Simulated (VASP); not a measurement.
Write the native input for VASP 6.6.1 that does the following.

```
Task                   : relaxation of cell and atoms
Functional             : r2SCAN
Potentials or basis    : VASP PAW PBE potentials, release 64 (Zn, S)
Cutoff                 : 600 eV
k mesh                 : 12 × 12 × 4
Occupations            : fermi-dirac, width 0.02 eV
Spin                   : no spin polarisation
Dipole correction      : no
Further INCAR settings : ALGO = Normal; EDIFF = 1e-06; IBRION = 2; EDIFFG = -0.005; NSW = 80; ISIF = 3
```

Crystal: ZnS.

```
Zn S
1.0
     3.84501    0.00000    0.00000
    -1.92251    3.32988    0.00000
     0.00000    0.00000    6.30539
Zn S
2 2
Cartesian
  0.0000 2.2199 0.0015
  1.9225 1.1100 3.1542
  0.0000 2.2199 2.3630
  1.9225 1.1100 5.5157
```

One way to write it, as run:

POSCAR

```
ZnS
1.0
    3.8450140183      0.0000000000      0.0000000000
   -1.9225070092      3.3298798178      0.0000000000
    0.0000000000      0.0000000000      6.3053869875
Zn S
2 2
Direct
    0.3333333333      0.6666666667      0.0002443153
    0.6666666667      0.3333333333      0.5002443153
    0.3333333333      0.6666666667      0.3747556847
    0.6666666667      0.3333333333      0.8747556847
```

INCAR.step1

```
PREC     = Accurate       # precision mode
ENCUT    = 600            # plane-wave cutoff, eV
ISMEAR   = -1             # smearing method
SIGMA    = 0.02           # smearing width, eV
LREAL    = F              # projectors in reciprocal space
LASPH    = T              # aspherical terms in the spheres
NELM     = 80             # most SCF steps
GGA      = PE             # functional
ALGO     = Normal         # electronic algorithm
EDIFF    = 1E-4           # SCF threshold, eV
LWAVE    = T              # write WAVECAR
LCHARG   = F              # write CHGCAR
```

INCAR.step2

```
PREC     = Accurate       # precision mode
ENCUT    = 600            # plane-wave cutoff, eV
EDIFF    = 1E-6           # SCF threshold, eV
ISMEAR   = -1             # smearing method
SIGMA    = 0.02           # smearing width, eV
LREAL    = F              # projectors in reciprocal space
LASPH    = T              # aspherical terms in the spheres
NELM     = 80             # most SCF steps
ALGO     = Normal         # electronic algorithm
ISIF     = 3              # what is computed and relaxed
LWAVE    = F              # write WAVECAR
LCHARG   = F              # write CHGCAR
METAGGA  = R2SCAN         # meta-GGA
LMIXTAU  = T            
IBRION   = 2              # ionic algorithm
NSW      = 80             # ionic steps
EDIFFG   = -0.005         # ionic threshold
ISTART   = 1
```

KPOINTS

```
regular mesh
0
Gamma
  12 12 4
```

Potentials or basis: VASP PAW PBE potentials, release 64 (Zn, S).

The run is started by

```console
$ cat potpaw_PBE.64/Zn/POTCAR potpaw_PBE.64/S/POTCAR > POTCAR
$ cp INCAR.step1 INCAR
$ mpirun -np 1 vasp_std > vasp.out
$ cp INCAR.step2 INCAR
$ mpirun -np 1 vasp_std > vasp.out
```

Results of the run:

```
Relaxed volume                        : 19.58 Å³/atom
Relaxed cell                          : a = 3.805 Å, b = 3.805 Å, c = 6.249 Å, α = 90.00°, β = 90.00°, γ = 120.00°
Space group after relaxing (to 0.1 Å) : P6_3mc (No. 186)
Energy gained by relaxing             : 4.6 meV/atom
Ionic steps                           : 8
Pressure after relaxing               : 0.0 GPa
Largest force after relaxing          : 0.004 eV/Å
Band gap on the k mesh                : 2.79 eV
```

Caveat: the PAW data sets were made with another functional, which shifts forces and pressure a little.

It took 13 min on 1 thread of Intel(R) Xeon(R) 6975P-C (Granite Rapids), on a shared host, peak memory 0.32 GiB.
